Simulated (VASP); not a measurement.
# Si in VASP: notebook

The runs below take Si through single point, with PBE.

Program: VASP 6.6.1. These are calculated values, not measurements. Logs are shortened: lines on timing, memory, paths and dates and some standing lists are left out, and cuts for length are marked.

## Step 1: The cell of the first run

The structure is cubic, space group Fd-3m (No. 227). The conventional cell has a = 5.427 Å, b = 5.427 Å, c = 5.427 Å, α = 90.00°, β = 90.00°, γ = 90.00°. Within 3.1 Å of Si (site symmetry -43m) lie 4 Si at 2.35 Å.

## Step 2: Single point, PBE

Input file INCAR:

```
SYSTEM = Si
PREC = Accurate ; ENCUT = 520
EDIFF = 1E-6 ; ISMEAR = 0
SIGMA = 0.01 ; LREAL = .FALSE.
LASPH = .TRUE. ; NELM = 100
ALGO = Normal ; ISIF = 2
LWAVE = .FALSE. ; LCHARG = .FALSE.
GGA = PE ; NBANDS = 11
```

Input file KPOINTS:

```
regular mesh
0
G
  6 6 6
  0 0 0
```

Input file POSCAR:

```
Si
1.0
    3.8375530000      0.0000000000      0.0000000000
    1.9187765000      3.3234183864      0.0000000000
    1.9187765000      1.1078061288      3.1333489036
Si
2
Direct
    0.7500000000      0.7500000000      0.7500000000
    0.5000000000      0.5000000000      0.5000000000
```

Potentials or basis: VASP PAW PBE potentials, release 64 (Si).

Launch:

```console
$ cat potpaw_PBE.64/Si/POTCAR > POTCAR
$ mpirun -np 1 vasp_std > vasp.out
```

OUTCAR:

```text
SYSTEM = Si
   PREC = Accurate
   ENCUT = 520
   EDIFF = 1E-6
   ISMEAR = 0
   LREAL = .FALSE.
   LASPH = .TRUE.
   NELM = 100
   ISIF = 2
   GGA = PE

 ion  position               nearest neighbor table
   1  0.750  0.750  0.750-   2 2.35   2 2.35   2 2.35   2 2.35
   2  0.500  0.500  0.500-   1 2.35   1 2.35   1 2.35   1 2.35

  LATTYP: Found a face centered cubic cell.
 ALAT       =     5.4271194990

  Lattice vectors:

 A1 = (   3.8375530000,   0.0000000000,   0.0000000000)
 A2 = (   1.9187765000,   3.3234183864,   0.0000000000)
 A3 = (   1.9187765000,   1.1078061288,   3.1333489036)

Analysis of symmetry for initial positions (statically):
=====================================================================
 Subroutine PRICEL returns:
 Original cell was already a primitive cell.

 Routine SETGRP: Setting up the symmetry group for a
 face centered cubic supercell.

 Subroutine GETGRP returns: Found 48 space group operations
 (whereof 24 operations were pure point group operations)
 out of a pool of 48 trial point group operations.

The static configuration has the point symmetry T_d .
 The point group associated with its full space group is O_h .

Analysis of symmetry for dynamics (positions and initial velocities):
=====================================================================
 Subroutine PRICEL returns:
 Original cell was already a primitive cell.

 Routine SETGRP: Setting up the symmetry group for a
 face centered cubic supercell.

 Subroutine GETGRP returns: Found 48 space group operations
 (whereof 24 operations were pure point group operations)
 out of a pool of 48 trial point group operations.

The dynamic configuration has the point symmetry T_d .
 The point group associated with its full space group is O_h .

 Subroutine INISYM returns: Found 48 space group operations
 (whereof 24 operations are pure point group operations),
 and found     1 'primitive' translations

----------------------------------------------------------------------------------------

                                     Primitive cell

  volume of cell :      39.9621

  direct lattice vectors                    reciprocal lattice vectors
     3.837553000  0.000000000  0.000000000     0.260582720 -0.150447504 -0.106382450
     1.918776500  3.323418386  0.000000000     0.000000000  0.300895007 -0.106382450
     1.918776500  1.107806129  3.133348904     0.000000000  0.000000000  0.319147350

  length of vectors
     3.837553000  3.837553000  3.837553000     0.319147350  0.319147350  0.319147350

[... 81 lines left out ...]
   PSTRESS=    0.0 pullay stress
   NELECT =       8.0000    total number of electrons
   NUPDOWN=      -1.0000    fix difference up-down
   EMIN   =  10.00;   EMAX   =-10.00  energy-range for DOS
   EFERMI =   0.00;   METHOD = LEGACY
   ISMEAR =     0;   SIGMA  =   0.01  broadening in eV -4-tet -1-fermi 0-gaus
   EFERMI_NEDOS =   21; number of points for ismear=-14 and -15
   IALGO  =     38    algorithm
   IMIX   =      4    mixing-type and parameters
     AMIX     =   0.40;   BMIX     =  1.00
     AMIX_MAG =   1.60;   BMIX_MAG =  1.00
  volume/ion in A,a.u.               =      19.98       134.84
  Fermi-wavevector in a.u.,A,eV,Ry     =   0.957684  1.809760 12.478694  0.917158
  Thomas-Fermi vector in A             =   2.086724
   LORBIT       =      0    0 simple, 1 ext, 2 COOP (PROOUT), +10 PAW based schemes
   GGA     = PE    functional components
   LHFCALC =     F    Hartree Fock is set to
   AEXX    =    0.0000 exact exchange contribution
   IVDW    =     0    specifies the selected vdW correction
   LEPSILON=     F    determine dielectric tensor
   LRPA    =     F    only Hartree local field effects (RPA)
 non-spin polarized calculation
 Gauss-broadening in eV      SIGMA  =   0.01
  energy-cutoff  :      520.00
  volume of cell :       39.96
 maximum number of plane-waves:      1090
 NGX is ok and might be reduce to    30
   NGX = 15   NGY = 15   NGZ = 15

 number of electron       8.0000000 magnetization

 Free energy of the ion-electron system (eV)
  ---------------------------------------------------
  ext. energy  EPLUGINS =         0.00000000
  ---------------------------------------------------
  free energy    TOTEN  =       -10.81987367 eV

  energy without entropy =      -10.81987367  energy(sigma->0) =      -10.81987367

 E-fermi :   5.9233     XC(G=0):  -9.4123

 val. band max:        5.8538406908   @ k =   0.0000   0.0000   0.0000
 cond. band min:       6.5573523746   @ k =   0.5000   0.5000  -0.0000
 fundamental gap:      0.7035116838
 Fermi energy:         5.9232795961

 k-point     1 :       0.0000    0.0000    0.0000
  band No.  band energies     occupation
      1      -6.1187      2.00000
      2       5.8538      2.00000
      3       5.8538      2.00000
      4       5.8538      2.00000
      5       8.4171      0.00000
      6       8.4171      0.00000
      7       8.4171      0.00000
      8       9.2510      0.00000
      9      13.5709      0.00000
     10      13.5709      0.00000
     11      13.8206      0.00000
[... 197 lines left out ...]
 k-point    16 :      -0.3333    0.5000    0.1667
  band No.  band energies     occupation
      1      -1.8460      2.00000
      2      -1.8460      2.00000
      3       2.2025      2.00000
      4       2.2025      2.00000
      5       8.6005      0.00000
      6       8.6005      0.00000
      7      12.6245      0.00000
      8      12.6245      0.00000
      9      16.4405      0.00000
     10      16.4405      0.00000
     11      18.8276      0.00000

------------------------ aborting loop because EDIFF is reached ----------------------------------------

  FORCE on cell =-STRESS in cart. coord.  units (eV):
  Direction    XX          YY          ZZ          XY          YZ          ZX
  --------------------------------------------------------------------------------------
  -------------------------------------------------------------------------------------
  Total        0.5522496      0.5522496      0.5522496     -0.0000000      0.0000000     -0.0000000
  in kB       22.1410323     22.1410323     22.1410323     -0.0000000      0.0000000     -0.0000000
  external PRESSURE =      22.1410323 kB  Pullay stress =       0.0000000 kB

 VOLUME and BASIS-vectors are now :
 -----------------------------------------------------------------------------
  energy-cutoff  :      520.00
  volume of cell :       39.96
      direct lattice vectors                 reciprocal lattice vectors
     3.837553000  0.000000000  0.000000000     0.260582720 -0.150447504 -0.106382450
     1.918776500  3.323418386  0.000000000     0.000000000  0.300895007 -0.106382450
     1.918776500  1.107806129  3.133348904     0.000000000  0.000000000  0.319147350

 POSITION                                       TOTAL-FORCE (eV/Angst)
 -----------------------------------------------------------------------------------
      5.75633      3.32342      2.35001        -0.000000     -0.000000      0.000000
      3.83755      2.21561      1.56667         0.000000      0.000000     -0.000000
 -----------------------------------------------------------------------------------
    total drift:                               -0.000000     -0.000000      0.000000

  FREE ENERGIE OF THE ION-ELECTRON SYSTEM (eV)
  ---------------------------------------------------
  free  energy   TOTEN  =       -10.8198736734 eV

  energy  without entropy=      -10.8198736734  energy(sigma->0) =      -10.81987367
```

OSZICAR:

```text
N       E                     dE             d eps       ncg     rms          rms(c)
DAV:   1     0.814990312531E+01    0.81499E+01   -0.34084E+03   352   0.601E+02
DAV:   2    -0.103816491016E+02   -0.18532E+02   -0.17712E+02   498   0.863E+01
DAV:   3    -0.110001371788E+02   -0.61849E+00   -0.61498E+00   438   0.133E+01
DAV:   4    -0.110051811274E+02   -0.50439E-02   -0.50434E-02   424   0.152E+00
DAV:   5    -0.110052180919E+02   -0.36964E-04   -0.36964E-04   459   0.118E-01    0.491E+00
DAV:   6    -0.108768281411E+02    0.12839E+00   -0.72514E-02   388   0.111E+00    0.300E+00
DAV:   7    -0.108182919920E+02    0.58536E-01   -0.14008E-01   403   0.166E+00    0.187E-01
DAV:   8    -0.108196304931E+02   -0.13385E-02   -0.61820E-03   406   0.425E-01    0.821E-02
DAV:   9    -0.108198468695E+02   -0.21638E-03   -0.20483E-04   461   0.876E-02    0.600E-02
DAV:  10    -0.108198729659E+02   -0.26096E-04   -0.22187E-05   408   0.272E-02    0.554E-03
DAV:  11    -0.108198736734E+02   -0.70750E-06   -0.22503E-06   431   0.782E-03
   1 F= -.10819874E+02 E0= -.10819874E+02  d E =-.898354E-25
```

stdout:

```text
POSCAR found type information on POSCAR Si
 POSCAR found :  1 types and       2 ions
 scaLAPACK will be used
 LDA part: xc-table for (Slater+PW92), standard interpolation
 POSCAR, INCAR and KPOINTS ok, starting setup
 FFT: planning ... GRIDC
 FFT: planning ... GRID_SOFT
 FFT: planning ... GRID
 WAVECAR not read
 entering main loop
```

Run time: 4.1 s. Hardware: 1 thread of Intel Xeon 6975P-C (Granite Rapids), shared host; peak memory 0.15 GiB.

Results:

* Free energy: -10.8199 eV
* Pressure: 2.2 GPa
* Band gap on the k mesh: 0.70 eV, indirect (least direct gap 2.56 eV)

Levels at points of the mesh, in eV from the valence-band top:
| k point | band 1 | band 2 | band 3 | band 4 | band 5 | band 6 | band 7 | band 8 |
| --- | --- | --- | --- | --- | --- | --- | --- | --- |
| (0.00, 0.00, 0.00) | -11.97 | 0.00 | 0.00 | 0.00 | 2.56 | 2.56 | 2.56 | 3.40 |
| (0.50, 0.00, 0.00) | -9.64 | -6.98 | -1.20 | -1.20 | 1.55 | 3.34 | 3.34 | 7.73 |
| (0.50, 0.50, 0.00) | -7.82 | -7.82 | -2.86 | -2.86 | 0.70 | 0.70 | 10.13 | 10.13 |

A k mesh can miss the band edges. PBE gaps usually lie below the measured ones, often by a third to a half.

## Step 3: Single point, PBE

This run uses another cell than the first one, of 20.34 Å³/atom, 1.018 times its volume.

Input file INCAR:

```
SYSTEM = Si
ALGO     = Normal         ! electronic algorithm
EDIFF    = 1E-6           ! SCF threshold, eV
ENCUT    = 520            ! plane-wave cutoff, eV
GGA      = PE             ! functional
ISIF     = 2              ! what is computed and relaxed
ISMEAR   = 0              ! smearing method
LASPH    = .True.         ! aspherical terms in the spheres
LCHARG   = .False.        ! write CHGCAR
LREAL    = .False.        ! projectors in reciprocal space
LWAVE    = .False.        ! write WAVECAR
NBANDS   = 11             ! bands
NELM     = 80             ! most SCF steps
PREC     = Accurate       ! precision mode
SIGMA    = 0.01           ! smearing width, eV
```

Input file KPOINTS:

```
k-points
0
Gamma
  6 6 6
  0 0 0
```

Input file POSCAR:

```
Si
1.0
    3.8375339820      0.0098645833      0.0069753138
    1.9273099707      3.3581099642      0.0035110186
    1.9273099707      1.1226802082      3.1648860973
Si
2
Direct
    0.7487892224      0.7506012083      0.7506012083
    0.5012107776      0.4993987917      0.4993987917
```

Potentials or basis: VASP PAW PBE potentials, release 64 (Si).

Launch:

```console
$ cat potpaw_PBE.64/Si/POTCAR > POTCAR
$ mpirun -np 1 vasp_std > vasp.out
```

It took 14 s on 1 thread of Intel Xeon 6975P-C (Granite Rapids), shared host; peak memory 0.16 GiB.

The run converged. Its results:

```yaml
Free_energy: -10.8247 eV
Pressure: 0.5 GPa
Largest_force: 0.007 eV/Å
Band_gap_on_the_k_mesh: 0.63 eV, indirect (least direct gap 2.44 eV)
```

Forces in eV/Å, atoms in the order of the input:
```
Si   0.004 -0.005 -0.003
Si  -0.004  0.005  0.003
```

Stress tensor (GPa, compression positive):
```
 1.32 -0.37 -0.26
-0.37  0.15  0.10
-0.26  0.10  0.08
```

Levels at points of the mesh, in eV from the valence-band top:
```csv
k point,band 2,band 3,band 4,band 5,band 6,band 7
"(0.00, 0.00, 0.00)",-0.09,-0.09,0.00,2.44,2.48,2.54
"(0.50, 0.00, 0.00)",-6.94,-1.31,-1.28,1.33,3.23,3.25
"(0.00, 0.50, 0.00)",-6.96,-1.26,-1.18,1.46,3.27,3.34
"(0.50, 0.50, 0.00)",-7.81,-2.91,-2.85,0.63,0.70,9.89
"(0.00, 0.50, 0.50)",-7.83,-2.91,-2.79,0.63,0.77,9.89
"(0.50, 0.50, 0.50)",-6.96,-1.25,-1.24,1.42,3.27,3.29
```
